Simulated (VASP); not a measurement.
# Y (Im-3m) in VASP: further runs, part 3 of 3

VASP 6.6.1. The steps go on from the part before.

### Step 5. Relaxation of cell and atoms, LDA, target pressure -0.61 GPa, at which the enthalpy is minimised

INCAR

```
ALGO     = Normal         # electronic algorithm
EDIFF    = 1E-6           # SCF threshold, eV
EDIFFG   = -0.005         # ionic threshold
ENCUT    = 600            # plane-wave cutoff, eV
IBRION   = 2              # ionic algorithm
ISIF     = 3              # what is computed and relaxed
ISMEAR   = -1             # smearing method
LASPH    = T              # aspherical terms in the spheres
LCHARG   = F              # write CHGCAR
LREAL    = F              # projectors in reciprocal space
LWAVE    = F              # write WAVECAR
NELM     = 80             # most SCF steps
NSW      = 32             # ionic steps
PREC     = Accurate       # precision mode
PSTRESS  = -6.1         
SIGMA    = 0.08           # smearing width, eV
```

KPOINTS

```
k-points
0
Gamma
  14 14 14
```

POSCAR

```
Y
1.0
   -1.9658064208      1.9658064208      1.9658064208
    1.9658064208     -1.9658064208      1.9658064208
    1.9658064208      1.9658064208     -1.9658064208
Y
1
Direct
    0.0000000000      0.0000000000      0.0000000000
```

Potentials or basis: VASP PAW LDA potentials, release 64 (Y_sv).

Launch:

```console
> cat potpaw_LDA.64/Y_sv/POTCAR > POTCAR
> mpirun -np 1 vasp_std > vasp.out
```

OUTCAR:

```text
EDIFF = 1E-6
   EDIFFG = -0.005
   ENCUT = 600
   IBRION = 2
   ISIF = 3
   ISMEAR = -1
   LASPH = T
   LREAL = F
   NELM = 80
   NSW = 32
   PREC = Accurate
   PSTRESS = -6.1

 ion  position               nearest neighbor table
   1  0.000  0.000  0.000-

  LATTYP: Found a body centered cubic cell.
 ALAT       =     3.9316128416

  Lattice vectors:

 A1 = (  -1.9658064208,   1.9658064208,   1.9658064208)
 A2 = (   1.9658064208,  -1.9658064208,   1.9658064208)
 A3 = (   1.9658064208,   1.9658064208,  -1.9658064208)

Analysis of symmetry for initial positions (statically):
=====================================================================
 Subroutine PRICEL returns:
 Original cell was already a primitive cell.

 Routine SETGRP: Setting up the symmetry group for a
 body centered cubic supercell.

 Subroutine GETGRP returns: Found 48 space group operations
 (whereof 48 operations were pure point group operations)
 out of a pool of 48 trial point group operations.

The static configuration has the point symmetry O_h .

Analysis of symmetry for dynamics (positions and initial velocities):
=====================================================================
 Subroutine PRICEL returns:
 Original cell was already a primitive cell.

 Routine SETGRP: Setting up the symmetry group for a
 body centered cubic supercell.

 Subroutine GETGRP returns: Found 48 space group operations
 (whereof 48 operations were pure point group operations)
 out of a pool of 48 trial point group operations.

The dynamic configuration has the point symmetry O_h .

 Subroutine INISYM returns: Found 48 space group operations
 (whereof 48 operations are pure point group operations),
 and found     1 'primitive' translations

----------------------------------------------------------------------------------------

                                     Primitive cell

  volume of cell :      30.3866

  direct lattice vectors                    reciprocal lattice vectors
    -1.965806421  1.965806421  1.965806421     0.000000000  0.254348544  0.254348544
     1.965806421 -1.965806421  1.965806421     0.254348544  0.000000000  0.254348544
     1.965806421  1.965806421 -1.965806421     0.254348544  0.254348544  0.000000000

  length of vectors
     3.404876599  3.404876599  3.404876599     0.359703160  0.359703160  0.359703160

  position of ions in fractional coordinates (direct lattice)
     0.000000000  0.000000000  0.000000000

  ion indices of the primitive-cell ions
   primitive index   ion index
                 1           1

----------------------------------------------------------------------------------------
[... 95 lines left out ...]
   GGA     = CA    functional components
   LHFCALC =     F    Hartree Fock is set to
   AEXX    =    0.0000 exact exchange contribution
   IVDW    =     0    specifies the selected vdW correction
   LEPSILON=     F    determine dielectric tensor
   LRPA    =     F    only Hartree local field effects (RPA)
 conjugate gradient relaxation of ions
 non-spin polarized calculation
  energy-cutoff  :      600.00
  volume of cell :       30.39
 maximum number of plane-waves:      1048
   NGX = 13   NGY = 13   NGZ = 13

--------------------------------------- Ionic step        1  -------------------------------------------

 number of electron      10.9999999 magnetization

 Free energy of the ion-electron system (eV)
  ---------------------------------------------------
  ext. energy  EPLUGINS =         0.00000000
  ---------------------------------------------------
  free energy    TOTEN  =        -6.83991406 eV

  energy without entropy =       -6.78927530  energy(sigma->0) =       -6.81459468

------------------------ aborting loop because EDIFF is reached ----------------------------------------

  FORCE on cell =-STRESS in cart. coord.  units (eV):
  Direction    XX          YY          ZZ          XY          YZ          ZX
  --------------------------------------------------------------------------------------
  -------------------------------------------------------------------------------------
  Total       -0.1394288     -0.1394288     -0.1394288      0.0000000      0.0000000      0.0000000
  in kB       -7.3515832     -7.3515832     -7.3515832      0.0000000      0.0000000      0.0000000
  external PRESSURE =      -1.2515832 kB  Pullay stress =      -6.1000000 kB

 VOLUME and BASIS-vectors are now :
 -----------------------------------------------------------------------------
  energy-cutoff  :      600.00
  volume of cell :       30.39
      direct lattice vectors                 reciprocal lattice vectors
    -1.965806421  1.965806421  1.965806421     0.000000000  0.254348544  0.254348544
     1.965806421 -1.965806421  1.965806421     0.254348544  0.000000000  0.254348544
     1.965806421  1.965806421 -1.965806421     0.254348544  0.254348544  0.000000000

 POSITION                                       TOTAL-FORCE (eV/Angst)
 -----------------------------------------------------------------------------------
      0.00000      0.00000      0.00000        -0.000000      0.000000     -0.000000
 -----------------------------------------------------------------------------------
    total drift:                                0.000000      0.000000      0.000000

  FREE ENERGIE OF THE ION-ELECTRON SYSTEM (eV)
  ---------------------------------------------------
  free  energy   TOTEN  =        -6.8399140554 eV

  energy  without entropy=       -6.7892753041  energy(sigma->0) =       -6.81459468

  enthalpy is  TOTEN    =        -6.9556055660 eV   P V=       -0.1156915106

--------------------------------------- Ionic step        2  -------------------------------------------

 number of electron      10.9999999 magnetization

 Free energy of the ion-electron system (eV)
  ---------------------------------------------------
  ext. energy  EPLUGINS =         0.00000000
  ---------------------------------------------------
  free energy    TOTEN  =        -6.84034986 eV

  energy without entropy =       -6.78986709  energy(sigma->0) =       -6.81510847

 E-fermi :   3.3655     XC(G=0):  -9.9650

 val. band max:        3.3634900648   @ k =   0.2857   0.2143   0.2143
 cond. band min:       3.3741881910   @ k =  -0.3571   0.5000   0.0714
 fundamental gap:      0.0106981262
 Fermi energy:         3.3655464949

 k-point     1 :       0.0000    0.0000    0.0000
  band No.  band energies     occupation
      1     -39.0457      2.00000
      2     -18.7933      2.00000
      3     -18.7933      2.00000
      4     -18.7933      2.00000
      5      -1.5525      2.00000
      6       5.0482      0.00000
      7       5.0482      0.00000
      8       5.0482      0.00000
      9       7.1852      0.00000
[... 265 lines left out ...]
 k-point    24 :       0.3571    0.2857    0.0000
  band No.  band energies     occupation
      1     -38.9356      2.00000
      2     -19.3530      2.00000
      3     -19.2402      2.00000
      4     -18.8838      2.00000
      5       2.5425      1.99993
      6       3.2516      1.61211
      7       3.4295      0.62054
      8       7.3087      0.00000
      9       7.6819      0.00000

 [... further k-points ...]
[... 5 lines left out ...]
  --------------------------------------------------------------------------------------
  -------------------------------------------------------------------------------------
  Total       -0.1138162     -0.1138162     -0.1138162      0.0000000     -0.0000000      0.0000000
  in kB       -6.0217864     -6.0217864     -6.0217864      0.0000000     -0.0000000      0.0000000
  external PRESSURE =       0.0782136 kB  Pullay stress =      -6.1000000 kB

 VOLUME and BASIS-vectors are now :
 -----------------------------------------------------------------------------
  energy-cutoff  :      600.00
  volume of cell :       30.28
      direct lattice vectors                 reciprocal lattice vectors
    -1.963555277  1.963555277  1.963555277     0.000000000  0.254640145  0.254640145
     1.963555277 -1.963555277  1.963555277     0.254640145  0.000000000  0.254640145
     1.963555277  1.963555277 -1.963555277     0.254640145  0.254640145  0.000000000

 POSITION                                       TOTAL-FORCE (eV/Angst)
 -----------------------------------------------------------------------------------
      1.96356      1.96356      1.96356         0.000000      0.000000      0.000000
 -----------------------------------------------------------------------------------
    total drift:                                0.000000      0.000000      0.000000

  FREE ENERGIE OF THE ION-ELECTRON SYSTEM (eV)
  ---------------------------------------------------
  free  energy   TOTEN  =        -6.8403498583 eV

  energy  without entropy=       -6.7898670891  energy(sigma->0) =       -6.81510847

  enthalpy is  TOTEN    =        -6.9556443713 eV   P V=       -0.1152945130

 reached required accuracy - stopping structural energy minimisation
```

Wall time 39 s (1 thread of Oxide Virtual Turin-like, shared host); peak memory 0.16 GiB.

What came out:

| Item | Value |
| --- | --- |
| Free energy | -6.8403 eV |
| Relaxed volume | 30.28 Å³/atom |
| Relaxed cell | a = 3.401 Å, b = 3.401 Å, c = 3.401 Å, α = 109.47°, β = 109.47°, γ = 109.47° |
| Space group after relaxing (to 0.1 Å) | Im-3m (No. 229) |
| Energy change on relaxing (the run minimises the enthalpy) | -0.4 meV/atom |
| Ionic steps | 2 |
| Pressure after relaxing | -0.6 GPa |
| Band gap on the k mesh | zero (an odd number of electrons rules out a gap without spin polarisation) |

Step by step:
```csv
step,energy change (eV),largest force (eV/Å),pressure (GPa),volume (Å³)
1,0.0000,0.0000,-0.74,30.39
2,-0.0004,0.0000,-0.60,30.28
```

Final structure:
```cif
data_structure
_symmetry_space_group_name_H-M 'P 1'
_symmetry_Int_Tables_number 1
_cell_length_a 3.4010
_cell_length_b 3.4010
_cell_length_c 3.4010
_cell_angle_alpha 109.471
_cell_angle_beta 109.471
_cell_angle_gamma 109.471
_cell_volume 30.28
loop_
_atom_site_label
_atom_site_type_symbol
_atom_site_fract_x
_atom_site_fract_y
_atom_site_fract_z
_atom_site_occupancy
Y1 Y 0.00000 0.00000 0.00000 1
```

Levels at points of the mesh, in eV from the Fermi level:
| k point | band 3 | band 4 | band 5 | band 6 | band 7 | band 8 |
| --- | --- | --- | --- | --- | --- | --- |
| (0.00, 0.00, 0.00) | -22.16 | -22.16 | -4.92 | 1.68 | 1.68 | 1.68 |
| (0.50, 0.00, 0.00) | -22.39 | -22.16 | -2.14 | 0.07 | 1.10 | 3.76 |
| (0.50, 0.50, 0.50) | -22.66 | -22.66 | -1.66 | -1.66 | 5.71 | 5.71 |

Caveat: the cell is relaxed towards a set pressure, so the run minimises the enthalpy, not the energy.

### Step 6. Overview

| task | cell | cutoff (eV) | gap on the mesh (eV) | pressure (GPa) |
| --- | --- | --- | --- | --- |
| single point | a = 3.405 Å, angles 109.5°, 1 atom | 520 | none | -0.8 |
| relaxation of cell and atoms | relaxed to -0.61 GPa from a = 3.387 Å, angles 109.5°, 1 atom | 600 | none | -0.6 |
| relaxation of cell and atoms | relaxed to -0.61 GPa from a = 3.405 Å, angles 109.5°, 1 atom | 600 | none | -0.6 |

Alike in all rows: level LDA; potentials or basis VASP PAW LDA potentials, release 64 (Y_sv); no spin polarisation; k mesh 14 × 14 × 14; smearing fermi-dirac 0.08 eV.

Caveats: the cell is relaxed towards a set pressure, so the run minimises the enthalpy, not the energy (at least some runs).

Total energies depend on the potentials used, so only differences within one code and one set of settings carry meaning.
